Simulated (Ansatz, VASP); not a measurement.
# One calculation of GaAs, two programs

```xyz
2
Lattice="0.0000 2.8751 2.8751 2.8751 0.0000 2.8751 2.8751 2.8751 0.0000" Properties=species:S:1:pos:R:3 pbc="T T T"
Ga    0.0000    0.0000    0.0000
As    1.4375    1.4375    1.4375
```

Alike in both runs: task single point; functional PBE; dispersion D3(BJ); k mesh 4 × 4 × 4; no spin polarisation.

|  | VASP | Ansatz |
| --- | --- | --- |
| version | VASP 6.6.1 | Ansatz 0.2.0 |
| potentials or method | VASP PAW PBE potentials, release 64 (Ga_d, As) | scalar-relativistic, plane waves, norm-conserving potentials |
| plane-wave cutoff (eV) | 500 | 1143 |
| occupations | methfessel-paxton of order 1, width 0.011 eV | cold, width 0.011 eV |
| valence electrons in the cell | 18 | 28 |

Ansatz gave:

- gap on the k mesh at the Fermi level (eV): 0.13
- least direct gap on the mesh (eV): 0.13
- pressure (GPa): -2.2

Problem. Which values does VASP return?

Solution. gap on the k mesh at the Fermi level (eV): 0.13; least direct gap on the mesh (eV): 0.13; pressure (GPa): -2.1.

VASP's potentials hold 18 valence electrons a cell and Ansatz's 28, so a difference there can come from the potentials and not from the codes.

The k mesh is coarse, so the values compare programs but aren't converged.
